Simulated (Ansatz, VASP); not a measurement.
## GaAs: VASP beside Ansatz

File INCAR:

```
SYSTEM = GaAs
PREC = Accurate
ENCUT = 600
EDIFF = 1E-6
ISMEAR = 0
SIGMA = 0.1
LREAL = .False.
LASPH = .True.
NELM = 60
ALGO = Normal
ISIF = 3
LWAVE = .False.
LCHARG = .False.
GGA = PE
IBRION = 2
NSW = 100
EDIFFG = -0.01
```

File KPOINTS:

```
Automatic mesh
0
Gamma
  24 24 10
  0 0 0
```

POSCAR

```
GaAs
1.0
    2.9329561479      0.0000000000      0.0000000000
   -1.4664780739      2.5400145323      0.0000000000
    0.0000000000      0.0000000000      5.2502258283
Ga As
1 1
Direct
    0.0000000000      0.0000000000      0.5000000000
    0.0000000000      0.0000000000      0.0000000000
```

Input for Ansatz:

```yaml
crystal:
  lattice:
    - [2.9329561479, 0.0, 0.0]
    - [-1.4664780739, 2.5400145323, 0.0]
    - [0.0, 0.0, 5.2502258283]
  atoms:
    - { symbol: Ga, position: [0.0, 0.0, 0.5] }
    - { symbol: As, position: [0.0, 0.0, 0.0] }
basis:
  ecutwfc: 420
kpoints:
  mp_grid: { grid: [24, 24, 10] }
hamiltonian:
  xc: pbe
scf:
  occupations: { method: gaussian, width: 0.1 }
output:
  forces: true
  stress: true
  eigenvalues: true
relax:
  adjacent_minimum: "off"
  f_tol: 0.01
  max_steps: 80
  cell: { stress_tol: 0.05 }
```

Alike in both runs: task relaxation of cell and atoms; functional PBE; k mesh 24 × 24 × 10; occupations gaussian, width 0.1 eV; no spin polarisation.

|  | VASP | Ansatz |
| --- | --- | --- |
| version | VASP 6.6.1 | Ansatz 0.2.0 |
| potentials or method | VASP PAW PBE potentials, release 64 (Ga_d, As), cutoff 600 eV | scalar-relativistic, plane waves, PAW |
| valence electrons in the cell | 18 | 28 |

VASP gave:

| Property | Result |
| --- | --- |
| gap on the k mesh at the Fermi level, each at its own relaxed structure (eV) | none |
| relaxed volume (Å³/atom) | 19.21 |
| relaxed length of the cell vector where the two differ most in proportion (Å) | 5.423 |

Problem. Which values does Ansatz return?

Solution. gap on the k mesh at the Fermi level, each at its own relaxed structure (eV): none; relaxed volume (Å³/atom): 19.19; relaxed length of the cell vector where the two differ most in proportion (Å): 5.419.

A gap of «none» marks a metal or a gap that the smearing closes. VASP's potentials hold 18 valence electrons a cell and Ansatz's 28, so a difference there can come from the potentials and not from the codes.
